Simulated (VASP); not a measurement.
# BaS: single point with LDA

BaS:

```
Ba S
1.0
     3.83376    0.00000    0.00000
     0.00000    3.83376    0.00000
     0.00000    0.00000    3.83376
Ba S
1 1
Direct
  0.00000 0.00000 0.00000
  0.50000 0.50000 0.50000
```

```
Program             : VASP 6.6.1
Task                : single point
Functional          : LDA
Potentials or basis : VASP PAW LDA potentials, release 64 (Ba_sv, S)
Cutoff              : 520 eV
k mesh              : 4 × 4 × 4
Occupations         : gaussian, width 0.01 eV
Spin                : no spin polarisation
```

```yaml
Pressure: -2.8 GPa
Band_gap_on_the_k_mesh: 1.22 eV, indirect (least direct gap 1.33 eV)
```

Levels at points of the mesh, in eV from the valence-band top:
```csv
k point,band 5,band 6,band 7,band 8,band 9,band 10,band 11,band 12
"(0.00, 0.00, 0.00)",-11.02,-0.11,-0.11,-0.11,1.22,1.22,3.56,6.47
"(0.50, 0.00, 0.00)",-9.78,-3.00,-0.76,-0.76,2.24,5.93,6.34,6.93
"(0.50, 0.50, 0.00)",-10.59,-1.38,-1.38,0.00,1.96,3.19,4.21,4.21
"(0.50, 0.50, 0.50)",-10.20,-2.84,-2.84,-2.84,7.25,7.25,7.25,7.59
```

Wall time 3.8 s on 1 thread of Intel(R) Xeon(R) 6975P-C (Granite Rapids), on a shared host, peak memory 0.14 GiB.

Caveat: spin-orbit coupling is left out, which moves the levels of the heavy elements. As with any semilocal functional, this LDA gap is likely too small.
